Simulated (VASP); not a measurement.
# MgNb2O4 (Pmma) in VASP: single point with PBE

Aim: the single point of MgNb2O4 with PBE.

Program: VASP 6.6.1. These are calculated values, not measurements. Logs are shortened: lines on timing, memory, paths and dates and some standing lists are left out, and cuts for length are marked.

### Step 1. The cell of the first run

The structure is orthorhombic, space group Pmma (No. 51). The conventional cell has a = 11.020 Å, b = 2.998 Å, c = 5.088 Å, α = 90.00°, β = 90.00°, γ = 90.00°. Within 3.0 Å of Mg (site symmetry 2/m) lie 6 O at 2.17 to 2.19 Å and 2 Mg at 3.00 Å. Nb (site symmetry mm2) has 6 O at 2.12 to 2.14 Å within 2.8 Å. Within 3.0 Å of Nb (site symmetry mm2) lie 6 O at 2.16 to 2.24 Å and 6 Nb at 2.92 to 3.00 Å. Within 3.1 Å of O (site symmetry m) lie 3 Nb at 2.12 to 2.16 Å and 1 Mg at 2.17 Å and 7 O at 2.58 to 3.07 Å. O (site symmetry m) has 3 Nb at 2.14 to 2.24 Å and 2 Mg at 2.19 Å and 10 O at 2.75 to 3.31 Å within 3.4 Å.

### Step 2. Single point, PBE (12.01 Å³/atom)

INCAR reads:

```
PREC = Accurate ; ENCUT = 520
EDIFF = 1E-7 ; ISMEAR = 0
SIGMA = 0.02 ; LREAL = F
LASPH = T ; NELM = 100
ALGO = Normal ; ISIF = 2
LWAVE = F ; LCHARG = F
GGA = PE ; NBANDS = 65
```

KPOINTS reads:

```
regular mesh
0
Gamma
  4 10 6
```

POSCAR reads:

```
MgNb2O4
1.0
   11.0203844313      0.0000000000      0.0000000000
    0.0000000000      2.9984339526      0.0000000000
    0.0000000000      0.0000000000      5.0878493409
Mg Nb O
2 4 8
Direct
    0.5000000000      0.0000000000      0.0000000000
    0.0000000000      0.0000000000      0.0000000000
    0.2500000000      0.5000000000      0.1621096605
    0.2500000000      0.0000000000      0.6546943521
    0.7500000000      0.0000000000      0.3453056479
    0.7500000000      0.5000000000      0.8378903395
    0.3670117824      0.0000000000      0.3132576807
    0.1329882176      0.0000000000      0.3132576807
    0.1252114968      0.5000000000      0.8400103075
    0.3747885032      0.5000000000      0.8400103075
    0.6252114968      0.5000000000      0.1599896925
    0.8747885032      0.5000000000      0.1599896925
    0.6329882176      0.0000000000      0.6867423193
    0.8670117824      0.0000000000      0.6867423193
```

Potentials or basis: VASP PAW PBE potentials, release 64 (Mg, Nb_sv, O).

Command:

```console
> cat potpaw_PBE.64/Mg/POTCAR potpaw_PBE.64/Nb_sv/POTCAR potpaw_PBE.64/O/POTCAR > POTCAR
> mpirun -np 1 vasp_std > vasp.out
```

OUTCAR:

```text
PREC = Accurate
   ENCUT = 520
   EDIFF = 1E-7
   ISMEAR = 0
   LREAL = F
   LASPH = T
   NELM = 100
   ISIF = 2
   GGA = PE

 ion  position               nearest neighbor table
   1  0.500  0.000  0.000-   7 2.17  13 2.17  11 2.19  10 2.19  10 2.19  11 2.19   3 3.24   6 3.24
                             3 3.24   6 3.24   5 3.27   4 3.27
   2  0.000  0.000  0.000-   8 2.17  14 2.17  12 2.19   9 2.19   9 2.19  12 2.19   3 3.24   6 3.24
                             3 3.24   6 3.24   5 3.27   4 3.27
   3  0.250  0.500  0.162-   7 2.12   8 2.12   7 2.12   8 2.12   9 2.14  10 2.14   4 2.92   4 2.92
                             4 2.99   4 2.99   1 3.24   2 3.24   1 3.24   2 3.24
   4  0.250  0.000  0.655-   7 2.16   8 2.16   9 2.24  10 2.24   9 2.24  10 2.24   3 2.92   3 2.92
                             3 2.99   3 2.99   2 3.27   1 3.27
   5  0.750  0.000  0.345-  13 2.16  14 2.16  11 2.24  12 2.24  11 2.24  12 2.24   6 2.92   6 2.92
                             6 2.99   6 2.99   1 3.27   2 3.27
   6  0.750  0.500  0.838-  13 2.12  14 2.12  13 2.12  14 2.12  11 2.14  12 2.14   5 2.92   5 2.92
                             5 2.99   5 2.99   2 3.24   1 3.24   2 3.24   1 3.24
   7  0.367  0.000  0.313-   3 2.12   3 2.12   4 2.16   1 2.17
   8  0.133  0.000  0.313-   3 2.12   3 2.12   4 2.16   2 2.17
   9  0.125  0.500  0.840-   3 2.14   2 2.19   2 2.19   4 2.24   4 2.24
  10  0.375  0.500  0.840-   3 2.14   1 2.19   1 2.19   4 2.24   4 2.24
  11  0.625  0.500  0.160-   6 2.14   1 2.19   1 2.19   5 2.24   5 2.24
  12  0.875  0.500  0.160-   6 2.14   2 2.19   2 2.19   5 2.24   5 2.24
  13  0.633  0.000  0.687-   6 2.12   6 2.12   5 2.16   1 2.17
  14  0.867  0.000  0.687-   6 2.12   6 2.12   5 2.16   2 2.17

  LATTYP: Found a simple orthorhombic cell.
 ALAT       =     2.9984339526
 B/A-ratio  =     1.6968355553
 C/A-ratio  =     3.6753800836

  Lattice vectors:

 A1 = (   0.0000000000,   2.9984339526,   0.0000000000)
 A2 = (   0.0000000000,   0.0000000000,   5.0878493409)
 A3 = (  11.0203844313,   0.0000000000,   0.0000000000)

Analysis of symmetry for initial positions (statically):
=====================================================================
 Subroutine PRICEL returns:
 Original cell was already a primitive cell.

 Routine SETGRP: Setting up the symmetry group for a
 simple orthorhombic supercell.

 Subroutine GETGRP returns: Found  8 space group operations
 (whereof  4 operations were pure point group operations)
 out of a pool of  8 trial point group operations.

The static configuration has the point symmetry C_2h.
 The point group associated with its full space group is D_2h.

Analysis of symmetry for dynamics (positions and initial velocities):
=====================================================================
 Subroutine PRICEL returns:
 Original cell was already a primitive cell.

 Routine SETGRP: Setting up the symmetry group for a
 simple orthorhombic supercell.

 Subroutine GETGRP returns: Found  8 space group operations
 (whereof  4 operations were pure point group operations)
 out of a pool of  8 trial point group operations.

The dynamic configuration has the point symmetry C_2h.
 The point group associated with its full space group is D_2h.

 Subroutine INISYM returns: Found  8 space group operations
 (whereof  4 operations are pure point group operations),
 and found     1 'primitive' translations

----------------------------------------------------------------------------------------

                                     Primitive cell

  volume of cell :     168.1224

  direct lattice vectors                    reciprocal lattice vectors
    11.020384431  0.000000000  0.000000000     0.090740936  0.000000000  0.000000000
     0.000000000  2.998433953  0.000000000     0.000000000  0.333507429  0.000000000
     0.000000000  0.000000000  5.087849341     0.000000000  0.000000000  0.196546700

  length of vectors
    11.020384431  2.998433953  5.087849341     0.090740936  0.333507429  0.196546700

  position of ions in fractional coordinates (direct lattice)
     0.500000000  0.000000000  0.000000000
     0.000000000  0.000000000  0.000000000
     0.250000000  0.500000000  0.162109661
     0.250000000  0.000000000  0.654694352
     0.750000000  0.000000000  0.345305648
     0.750000000  0.500000000  0.837890339
     0.367011782  0.000000000  0.313257681
     0.132988218  0.000000000  0.313257681
     0.125211497  0.500000000  0.840010308
[... 38 lines left out ...]
  Length of vectors
     0.022685234  0.033350743  0.032757783

  Shift w.r.t. Gamma in fractional coordinates (k-lattice)
     0.000000000  0.000000000  0.000000000

 Subroutine IBZKPT returns following result:
 ===========================================

 Found     72 irreducible k-points:

 Following reciprocal coordinates:
            Coordinates               Weight
  0.000000  0.000000  0.000000      1.000000
  0.250000  0.000000  0.000000      2.000000
  0.500000  0.000000  0.000000      1.000000
  0.000000  0.100000  0.000000      2.000000
  0.250000  0.100000  0.000000      4.000000
  0.500000  0.100000  0.000000      2.000000
[... 16 lines left out ...]
  0.250000  0.100000  0.166667      8.000000
  0.500000  0.100000  0.166667      4.000000
 [... further k-points ...]
   k-points           NKPTS =     72   k-points in BZ     NKDIM =     72   number of bands    NBANDS=     65
   number of dos      NEDOS =    301   number of ions     NIONS =     14
   total plane-waves  NPLWV =  80640
   dimension x,y,z NGX =    84 NGY =   24 NGZ =   40
   dimension x,y,z NGXF=   168 NGYF=   48 NGZF=   80
   ions per type =               2   4   8
   NGX,Y,Z   is equivalent  to a cutoff of  12.67, 13.31, 13.07 a.u.
   NGXF,Y,Z  is equivalent  to a cutoff of  25.34, 26.61, 26.14 a.u.
 SYSTEM =  unknown system
   PREC   = accura    normal or accurate (medium, high low for compatibility)
   ISTART =      0    job   : 0-new  1-cont  2-samecut
   ICHARG =      2    charge: 1-file 2-atom 10-const
   ISPIN  =      1    spin polarized calculation?
   LNONCOLLINEAR =      F non collinear calculations
   LSORBIT =      F    spin-orbit coupling
   LASPH  =      T    aspherical Exc in radial PAW
   ENCUT  =  520.0 eV  38.22 Ry    6.18 a.u.  20.49  5.58  9.46*2*pi/ulx,y,z
   NELM   =    100;   NELMIN=  2; NELMDL= -5     # of ELM steps
   EDIFF  = 0.1E-06   stopping-criterion for ELM
   LREAL  =      F    real-space projection
   EDIFFG = 0.1E-05   stopping-criterion for IOM
   NSW    =      0    number of steps for IOM
   IBRION =     -1    ionic relax: 0-MD 1-quasi-New 2-CG
   NFREE  =      0    steps in history (QN), initial steepest desc. (CG)
   ISIF   =      2    stress and relaxation
   ISYM   =      2    0-nonsym 1-usesym 2-fastsym
   POTIM  = 0.5000    time-step for ionic-motion
   TEBEG  =    0.0;   TEEND  =   0.0 temperature during run
   PSTRESS=    0.0 pullay stress
   NELECT =     104.0000    total number of electrons
   NUPDOWN=      -1.0000    fix difference up-down
   EMIN   =  10.00;   EMAX   =-10.00  energy-range for DOS
   EFERMI =   0.00;   METHOD = LEGACY
   ISMEAR =     0;   SIGMA  =   0.02  broadening in eV -4-tet -1-fermi 0-gaus
   EFERMI_NEDOS =   21; number of points for ismear=-14 and -15
   IALGO  =     38    algorithm
   IMIX   =      4    mixing-type and parameters
     AMIX     =   0.40;   BMIX     =  1.00
     AMIX_MAG =   1.60;   BMIX_MAG =  1.00
  volume/ion in A,a.u.               =      12.01        81.04
  Fermi-wavevector in a.u.,A,eV,Ry     =   1.394903  2.635985 26.473609  1.945755
  Thomas-Fermi vector in A             =   2.518407
   LORBIT       =      0    0 simple, 1 ext, 2 COOP (PROOUT), +10 PAW based schemes
   GGA     = PE    functional components
   LHFCALC =     F    Hartree Fock is set to
   AEXX    =    0.0000 exact exchange contribution
   IVDW    =     0    specifies the selected vdW correction
   LEPSILON=     F    determine dielectric tensor
   LRPA    =     F    only Hartree local field effects (RPA)
 non-spin polarized calculation
 Gauss-broadening in eV      SIGMA  =   0.02
  energy-cutoff  :      520.00
  volume of cell :      168.12
 maximum number of plane-waves:      4569
 NGX is ok and might be reduce to    84
   NGX = 41   NGY = 11   NGZ = 19

 number of electron     104.0000015 magnetization

 Free energy of the ion-electron system (eV)
  ---------------------------------------------------
  ext. energy  EPLUGINS =         0.00000000
  ---------------------------------------------------
  free energy    TOTEN  =      -118.48916447 eV

  energy without entropy =     -118.48916447  energy(sigma->0) =     -118.48916447

 E-fermi :   7.8749     XC(G=0): -11.1079

 val. band max:        7.7474138295   @ k =   0.0000   0.0000   0.0000
 cond. band min:       8.8155111013   @ k =   0.0000   0.2000   0.0000
 fundamental gap:      1.0680972718
 Fermi energy:         7.8749473126

 k-point     1 :       0.0000    0.0000    0.0000
  band No.  band energies     occupation
      1     -48.3634      2.00000
      2     -48.3634      2.00000
      3     -48.0599      2.00000
      4     -48.0599      2.00000
      5     -24.9524      2.00000
      6     -24.9522      2.00000
[... 1597 lines left out ...]
     63      10.7851      0.00000
     64      10.7922      0.00000

 [... further k-points ...]

 [bands above 64 left out]

------------------------ aborting loop because EDIFF is reached ----------------------------------------

  FORCE on cell =-STRESS in cart. coord.  units (eV):
  Direction    XX          YY          ZZ          XY          YZ          ZX
  --------------------------------------------------------------------------------------
  -------------------------------------------------------------------------------------
  Total       -8.7479522     -8.7309705     -8.7054234      0.0000000      0.0000000      0.0000000
  in kB      -83.3664887    -83.2046564    -82.9611969      0.0000000      0.0000000      0.0000000
  external PRESSURE =     -83.1774473 kB  Pullay stress =       0.0000000 kB

 VOLUME and BASIS-vectors are now :
 -----------------------------------------------------------------------------
  energy-cutoff  :      520.00
  volume of cell :      168.12
      direct lattice vectors                 reciprocal lattice vectors
    11.020384431  0.000000000  0.000000000     0.090740936  0.000000000  0.000000000
     0.000000000  2.998433953  0.000000000     0.000000000  0.333507429  0.000000000
     0.000000000  0.000000000  5.087849341     0.000000000  0.000000000  0.196546700

 POSITION                                       TOTAL-FORCE (eV/Angst)
 -----------------------------------------------------------------------------------
      5.51019      0.00000      0.00000        -0.000000      0.000000      0.000000
      0.00000      0.00000      0.00000        -0.000000      0.000000      0.000000
      2.75510      1.49922      0.82479        -0.000000      0.000000      0.001610
      2.75510      0.00000      3.33099        -0.000000      0.000000      0.001720
      8.26529      0.00000      1.75686        -0.000000      0.000000     -0.001720
      8.26529      1.49922      4.26306        -0.000000      0.000000     -0.001610
      4.04461      0.00000      1.59381         0.007485      0.000000     -0.017336
      1.46558      0.00000      1.59381        -0.007485      0.000000     -0.017336
      1.37988      1.49922      4.27385        -0.013605      0.000000      0.013470
      4.13031      1.49922      4.27385         0.013605      0.000000      0.013470
      6.89007      1.49922      0.81400        -0.013605     -0.000000     -0.013470
      9.64051      1.49922      0.81400         0.013605     -0.000000     -0.013470
      6.97577      0.00000      3.49404        -0.007485      0.000000      0.017336
      9.55480      0.00000      3.49404         0.007485      0.000000      0.017336
 -----------------------------------------------------------------------------------
    total drift:                                0.000000      0.000000      0.000000

  FREE ENERGIE OF THE ION-ELECTRON SYSTEM (eV)
  ---------------------------------------------------
  free  energy   TOTEN  =      -118.4891644682 eV

  energy  without entropy=     -118.4891644682  energy(sigma->0) =     -118.48916447
```

Wall time 24 min (1 thread of Oxide Virtual Turin-like, shared host); peak memory 0.64 GiB.

What came out:

- Free energy: -118.4892 eV
- Pressure: -8.3 GPa
- Largest force: 0.019 eV/Å
- Band gap on the k mesh: 1.07 eV (least direct gap 1.32 eV)

Forces on the atoms (eV/Å):
```
Mg   0.000  0.000  0.000
Mg   0.000  0.000  0.000
Nb   0.000  0.000  0.002
Nb   0.000  0.000  0.002
Nb   0.000  0.000 -0.002
Nb   0.000  0.000 -0.002
O    0.007  0.000 -0.017
O   -0.007  0.000 -0.017
O   -0.014  0.000  0.013
O    0.014  0.000  0.013
O   -0.014  0.000 -0.013
O    0.014  0.000 -0.013
O   -0.007  0.000  0.017
O    0.007  0.000  0.017
```

Levels at points of the mesh, in eV from the valence-band top:
| k point | band 50 | band 51 | band 52 | band 53 | band 54 | band 55 |
| --- | --- | --- | --- | --- | --- | --- |
| (0.00, 0.00, 0.00) | -1.21 | -0.52 | 0.00 | 1.32 | 1.40 | 1.69 |
| (0.50, 0.00, 0.00) | -1.36 | -0.21 | -0.21 | 1.36 | 1.36 | 1.73 |
| (0.00, 0.50, 0.00) | -1.27 | -1.04 | -1.00 | 1.84 | 1.91 | 2.11 |
| (0.50, 0.50, 0.00) | -1.27 | -1.02 | -1.02 | 1.86 | 1.86 | 2.13 |
| (0.00, 0.00, 0.50) | -1.53 | -0.89 | -0.78 | 1.51 | 1.60 | 1.87 |
| (0.50, 0.00, 0.50) | -1.63 | -0.84 | -0.84 | 1.56 | 1.56 | 1.90 |
| (0.00, 0.50, 0.50) | -1.29 | -1.26 | -0.95 | 1.82 | 2.37 | 2.81 |
| (0.50, 0.50, 0.50) | -1.37 | -1.10 | -1.10 | 2.06 | 2.06 | 2.83 |

Caveat: the cell stands under tension. A k mesh can miss the band edges.
